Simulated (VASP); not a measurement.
A run of VASP 6.6.1 is set up as follows.

File INCAR:

```
SYSTEM = TiPt3
  PREC = Accurate
  ENCUT = 520
  EDIFF = 1E-7
  ISMEAR = 0
  SIGMA = 0.1
  LREAL = .False.
  LASPH = .True.
  NELM = 80
  ALGO = Normal
  ISIF = 2
  LWAVE = .False.
  LCHARG = .False.
  GGA = PE
  NBANDS = 29
```

File KPOINTS:

```
Automatic mesh
0
Gamma
  10 10 10
  0 0 0
```

The input POSCAR:

```
TiPt3
1.0
    3.9872777654      0.0000000000      0.0000000000
    0.0000000000      3.9872777654      0.0000000000
    0.0000000000      0.0000000000      3.9872777654
Ti Pt
1 3
Direct
    0.0000000000      0.0000000000      0.0000000000
    0.0000000000      0.5000000000      0.5000000000
    0.5000000000      0.0000000000      0.5000000000
    0.5000000000      0.5000000000      0.0000000000
```

Potentials or basis: VASP PAW PBE potentials, release 64 (Ti_sv, Pt).

Launch:

```console
$ cat potpaw_PBE.64/Ti_sv/POTCAR potpaw_PBE.64/Pt/POTCAR > POTCAR
$ mpirun -np 1 vasp_std > vasp.out
```

Task: What does it give for the pressure?

Result: -6.8 GPa.

Task: What does it give for the band gap on the k mesh?

Result: Zero (bands 21 and 22 overlap by 1.70 eV).

Caveat: the cell stands under tension; spin-orbit coupling is left out, which moves the levels of the heavy elements.
